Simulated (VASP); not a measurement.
Hf, 2 atoms in the cell. Symmetry: P2_1/m, No. 11, monoclinic system. The conventional cell has a = 3.197 Å, b = 5.058 Å, c = 3.197 Å, α = 90.00°, β = 120.00°, γ = 90.00°. Hf (site symmetry m) has 12 Hf at 3.01 to 3.23 Å within 4.0 Å.  This cell differs from its parent crystal: atom 1 (Hf) moved by (-0.225, +0.000) A along [1 1 0] and z.

| Quantity | Value |
| --- | --- |
| Program | VASP 6.6.1 |
| Task | single point |
| Functional | PBEsol |
| Potentials or basis | VASP PAW PBE potentials, release 64 (Hf_pv) |
| Cutoff | 520 eV |
| k mesh | 18 × 18 × 10 |
| Occupations | gaussian, width 0.15 eV |
| Spin | no spin polarisation |
| Dipole correction | no |
| Further INCAR settings | ALGO = Fast; EDIFF = 1e-07; NBANDS = 17 |

Potentials or basis: VASP PAW PBE potentials, release 64 (Hf_pv).

Command:

```bash
$ cat potpaw_PBE.64/Hf_pv/POTCAR > POTCAR
$ mpirun -np 1 vasp_std > vasp.out
```

Hardware: 1 thread of Oxide Virtual Turin-like Processor, with other jobs on the host.

Question: Estimate the wall time of this run.

Answer: It took 16 min on 1 thread of Oxide Virtual Turin-like Processor (shared host), peak memory 0.64 GiB. Counts: scf iterations 19, k points 984.
